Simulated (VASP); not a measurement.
Hf: single point with PBEsol

Crystal: Hf.

```xyz
4
Lattice="-1.5795 2.7357 0.0000 0.0000 0.0000 4.9986 4.7384 2.7357 0.0000" Properties=species:S:1:pos:R:3 pbc="T T T"
Hf    0.0000    1.8238    1.2496
Hf    3.1589    1.8238    1.2496
Hf    1.5795    0.9119    3.7489
Hf    3.1589    3.6476    3.7489
```

```json
{"Program": "VASP 6.6.1", "Task": "single point", "Functional": "PBEsol", "Potentials or basis": "VASP PAW PBE potentials, release 64 (Hf_pv)", "Cutoff": "520 eV", "k mesh": "10 × 7 × 6", "Occupations": "fermi-dirac, width 0.05 eV", "Spin": "no spin polarisation", "Dipole correction": "no", "Further INCAR settings": "ALGO = Normal; EDIFF = 1e-06; NBANDS = 28"}
```

```
Pressure               : -0.4 GPa
Largest force          : 0.004 eV/Å
Band gap on the k mesh : zero (bands 20 and 21 overlap by 1.26 eV)
```

Forces on the atoms (eV/Å):
```
Hf  -0.003 -0.002  0.000
Hf  -0.003 -0.002  0.000
Hf   0.003  0.002  0.000
Hf   0.003  0.002  0.000
```

Stress tensor (GPa, compression positive):
```
-0.37 -0.08  0.00
-0.08 -0.27  0.00
 0.00  0.00 -0.65
```

Levels at points of the mesh, in eV from the Fermi level:
```tsv
k point	band 16	band 17	band 18	band 19	band 20	band 21	band 22	band 23	band 24	band 25
(0.00, 0.00, 0.00)	-2.88	-2.34	-0.73	0.76	0.79	0.91	1.17	1.17	1.46	1.74
(0.50, 0.00, 0.00)	-2.10	-1.61	-1.61	-1.44	-1.44	0.26	0.26	0.99	0.99	1.35
(0.00, 0.00, 0.50)	-2.45	-1.06	-1.06	-0.58	-0.58	0.79	0.79	1.52	1.52	1.52
(0.50, 0.00, 0.50)	-2.88	-2.34	-2.34	-0.73	-0.73	0.76	0.76	0.91	0.91	1.74
```

It took 100 s on 1 thread of AMD EPYC 9R45 96-Core Processor (Zen 5), on a shared host, peak memory 0.28 GiB.

Caveat: the PAW data sets were made with another functional, which shifts forces and pressure a little; spin-orbit coupling is left out, which moves the levels of the heavy elements.
